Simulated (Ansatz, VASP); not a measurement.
## Hf2Si: VASP beside Ansatz

File POSCAR:

```
Hf2Si
1.0
   -3.2753522240      3.2753522240      2.5828233930
    3.2753522240     -3.2753522240      2.5828233930
    3.2753522240      3.2753522240     -2.5828233930
Hf Si
4 2
Direct
    0.8435136200      0.6564863800      0.5000000000
    0.3435136200      0.8435136200      0.1870272400
    0.1564863800      0.3435136200      0.5000000000
    0.6564863800      0.1564863800      0.8129727600
    0.7500000000      0.7500000000      0.0000000000
    0.2500000000      0.2500000000      0.0000000000
```

File INCAR.step1:

```
SYSTEM = Hf2Si
ALGO     = Normal         ! electronic algorithm
EDIFF    = 1E-4           ! SCF threshold, eV
ENCUT    = 520            ! plane-wave cutoff, eV
GGA      = PE             ! functional
ISMEAR   = 0              ! smearing method
LASPH    = .TRUE.         ! aspherical terms in the spheres
LCHARG   = .FALSE.        ! write CHGCAR
LREAL    = .FALSE.        ! projectors in reciprocal space
LWAVE    = .TRUE.         ! write WAVECAR
NBANDS   = 33             ! bands
NELM     = 60             ! most SCF steps
PREC     = Accurate       ! precision mode
SIGMA    = 0.1            ! smearing width, eV
```

The input INCAR.step2:

```
SYSTEM = Hf2Si
ALGO     = Normal         ! electronic algorithm
EDIFF    = 1E-6           ! SCF threshold, eV
ENCUT    = 520            ! plane-wave cutoff, eV
ISIF     = 2              ! what is computed and relaxed
ISMEAR   = 0              ! smearing method
ISTART   = 1            
LASPH    = .TRUE.         ! aspherical terms in the spheres
LCHARG   = .FALSE.        ! write CHGCAR
LMIXTAU  = .TRUE.       
LREAL    = .FALSE.        ! projectors in reciprocal space
LWAVE    = .FALSE.        ! write WAVECAR
METAGGA  = R2SCAN         ! meta-GGA
NBANDS   = 33             ! bands
NELM     = 60             ! most SCF steps
PREC     = Accurate       ! precision mode
SIGMA    = 0.1            ! smearing width, eV
```

File KPOINTS:

```
k-points
0
G
  1 1 1
  0 0 0
```

Input for Ansatz:

```yaml
crystal:
  lattice:
    - [-3.275352224, 3.275352224, 2.582823393]
    - [3.275352224, -3.275352224, 2.582823393]
    - [3.275352224, 3.275352224, -2.582823393]
  atoms:
    - { symbol: Hf, position: [0.84351362, 0.65648638, 0.5] }
    - { symbol: Hf, position: [0.34351362, 0.84351362, 0.18702724] }
    - { symbol: Hf, position: [0.15648638, 0.34351362, 0.5] }
    - { symbol: Hf, position: [0.65648638, 0.15648638, 0.81297276] }
    - { symbol: Si, position: [0.75, 0.75, 0.0] }
    - { symbol: Si, position: [0.25, 0.25, 0.0] }
basis:
  ecutwfc: 500
kpoints:
  mp_grid: { grid: [1, 1, 1] }
hamiltonian:
  xc: r2scan
scf:
  occupations: { method: gaussian, width: 0.1 }
output:
  forces: true
  stress: true
  eigenvalues: true
```

Alike in both runs: task single point; functional r2SCAN; k mesh 1 × 1 × 1; occupations gaussian, width 0.1 eV; no spin polarisation.

```csv
,VASP,Ansatz
version,VASP 6.6.1,Ansatz 0.2.0
potentials or method,"VASP PAW PBE potentials, release 64 (Hf_pv, Si), cutoff 520 eV","scalar-relativistic, plane waves, PAW"
valence electrons in the cell,48,112
```

|  | VASP | Ansatz | Ansatz less VASP |
| --- | --- | --- | --- |
| gap on the k mesh at the Fermi level (eV) | 2.99 | 3.01 | +0.019 |
| least direct gap on the mesh (eV) | 2.99 | 3.01 | +0.019 |
| pressure (GPa) | -0.9 | -0.4 | +0.53 |
| traceless stress, the component that is largest in VASP (GPa) | 3.79 | 3.75 | -0.040 |
| rms of the force components (eV/Å) | 0.808 | 0.815 | +0.0068 |

VASP's potentials were made for PBE, not for r2SCAN. Atom by atom the forces differ by 0.007 eV/Å (rms over components). The functional is the same, so the differences come from potentials, cutoffs and numerics. VASP's potentials hold 48 valence electrons a cell and Ansatz's 112, so a difference there can come from the potentials and not from the codes.

The k mesh is coarse, so the values compare programs but aren't converged. Spin-orbit coupling is off throughout.
